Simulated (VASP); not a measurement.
A run of VASP 6.6.1 is set up as follows.

Contents of INCAR:

```
PREC = Accurate
ENCUT = 520
EDIFF = 1E-7
ISMEAR = 0
SIGMA = 0.05
LREAL = False
LASPH = True
NELM = 150
ALGO = Normal
ISIF = 2
LWAVE = False
LCHARG = False
ISPIN = 2
MAGMOM = 0 0 0 0 1
LORBIT = 11
LMAXMIX = 4
LDIPOL = True
IDIPOL = 3
DIPOL = 0.5 0.5 0.347
GGA = PE
IBRION = 2
NSW = 36
EDIFFG = -0.025
KPAR = 4
```

Contents of KPOINTS:

```
regular mesh
0
Gamma
  9 9 1
```

File POSCAR:

```
Si4Ag
1.0
    3.8675355701      0.0000000000      0.0000000000
   -1.9337677851      3.3493840538      0.0000000000
    0.0000000000      0.0000000000     19.4372967090
Si Ag
4 1
Selective dynamics
Direct
    0.3333333333      0.6666666667      0.2057899336  F F F
    0.0000000000      0.0000000000      0.2464055298  F F F
    0.0000000000      0.0000000000      0.3748662321  F F F
    0.6666666667      0.3333333333      0.4083539408  F F F
    1.0000000000      1.0000000000      0.5006599228  F F T
```

Potentials or basis: VASP PAW PBE potentials, release 64 (Si, Ag).

The run is started by

```console
$ cat potpaw_PBE.64/Si/POTCAR potpaw_PBE.64/Ag/POTCAR > POTCAR
$ mpirun -np 4 vasp_std > vasp.out
```

**Question.** Estimate the net moment.

**Answer.** 0.00 μB per cell.

**Question.** Estimate the energy gained by relaxing.

**Answer.** 5.1 meV/atom.

Final structure:
```
Si Ag
1.0
     3.86754    0.00000    0.00000
    -1.93377    3.34938    0.00000
     0.00000    0.00000   19.43730
Si Ag
4 1
Direct
  0.33333 0.66667 0.20579
  0.00000 0.00000 0.24641
  0.00000 0.00000 0.37487
  0.66667 0.33333 0.40835
  0.00000 0.00000 0.50606
```
